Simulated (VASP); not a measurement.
Input of a VASP 6.6.1 run:

Contents of INCAR:

```
SYSTEM = Zn
  ALGO = Normal
  EDIFF = 1E-6
  EDIFFG = -0.005
  ENCUT = 600
  GGA = PE
  IBRION = 2
  ISIF = 3
  ISMEAR = -1
  LASPH = .True.
  LCHARG = .False.
  LREAL = .False.
  LWAVE = .False.
  NELM = 60
  NSW = 60
  PREC = Accurate
  PSTRESS = 67.0
  SIGMA = 0.1
```

The input KPOINTS:

```
k-points
0
Gamma
  18 18 18
  0 0 0
```

Contents of POSCAR:

```
Zn
1.0
   -1.5194615143      1.5194615143      1.5194615143
    1.5194615143     -1.5194615143      1.5194615143
    1.5194615143      1.5194615143     -1.5194615143
Zn
1
Direct
    0.0000000000      0.0000000000      0.0000000000
```

Potentials or basis: VASP PAW PBE potentials, release 64 (Zn).

Run with:

```console
$ cat potpaw_PBE.64/Zn/POTCAR > POTCAR
$ mpirun -np 1 vasp_std > vasp.out
```

(1) Estimate the space group after relaxing (to 0.05 Å).

(2) Estimate the band gap on the k mesh.

(3) Estimate the relaxed cell.

(4) Estimate the relaxed volume.

Answers

(1) Im-3m (No. 229).

(2) zero (band 6 reaches 8.05 eV, above the bottom of band 7 at 2.88 eV).

(3) a = 2.642 Å, b = 2.642 Å, c = 2.642 Å, α = 109.47°, β = 109.47°, γ = 109.47°.

(4) 14.20 Å³/atom.

Caveat: the cell is relaxed towards a set pressure, so the enthalpy falls and the energy may rise.
